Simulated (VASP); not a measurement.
Runs of VASP 6.6.1 on Zr7Cl. The structure is that of space group Im-3m (No. 229), or close to it. The cells are those of the table. The cell was built from a structure type or drawn by symmetry, and may not be a known phase.

```csv
task,spin,cell,cutoff (eV),gap on the mesh (eV),pressure (GPa)
single point,off,"a = 6.155 Å, angles 109.5°, 8 atoms",520,none,0.1
single point,collinear,"a = 6.155 Å, angles 109.5°, 8 atoms",520,none,(a)
relaxation of cell and atoms,off,"relaxed from a = 5.806 Å, angles 109.5°, 8 atoms",600,none,0.1
single point,off,"a = 5.806 Å, angles 109.5°, 8 atoms",520,none,16.9
```

Alike in all rows: level PBE; potentials or basis VASP PAW PBE potentials, release 64 (Zr_sv, Cl); k mesh 4 × 4 × 4; smearing gaussian 0.1 eV.

Problem. Fill in the values left out.

Solution. (a) 0.2.

Caveats: an odd number of electrons without spin polarisation forces a metal (at least some runs); a magnetic or distorted state may lie lower (at least some runs); the cell stands under pressure (at least some runs).

A k mesh can miss the band edges, and the runs leave out spin-orbit coupling on Zr.

A gap of «none» marks levels without a gap at the run's occupations.
